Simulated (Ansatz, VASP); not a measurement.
# Al in VASP and in Ansatz

```
Al
1.0
     0.00000    1.95112    1.95112
     1.95112    0.00000    1.95112
     1.95112    1.95112    0.00000
Al
1
Direct
  0.00000 0.00000 0.00000
```

Change from the starting cell: volume scaled by 0.94, LAPW.

Alike in both runs: task single point; functional LDA; k mesh 18 × 18 × 18; occupations fermi-dirac, width 0.05 eV; no spin polarisation.

|  | VASP | Ansatz |
| --- | --- | --- |
| version | VASP 6.6.1 | Ansatz 0.2.0 |
| potentials or method | VASP PAW LDA potentials, release 64 (Al), cutoff 520 eV | all-electron LAPW, scalar-relativistic |

Ansatz gave:

| Property | Result |
| --- | --- |
| pressure (GPa) | 5.9 |

Problem. Estimate VASP's values.

Solution. Pressure (GPa): 6.0.

LDA's correlation is that of Perdew and Zunger in VASP and of Perdew and Wang (1992) in Ansatz. Ansatz ran all-electron here, and VASP with PAW potentials.
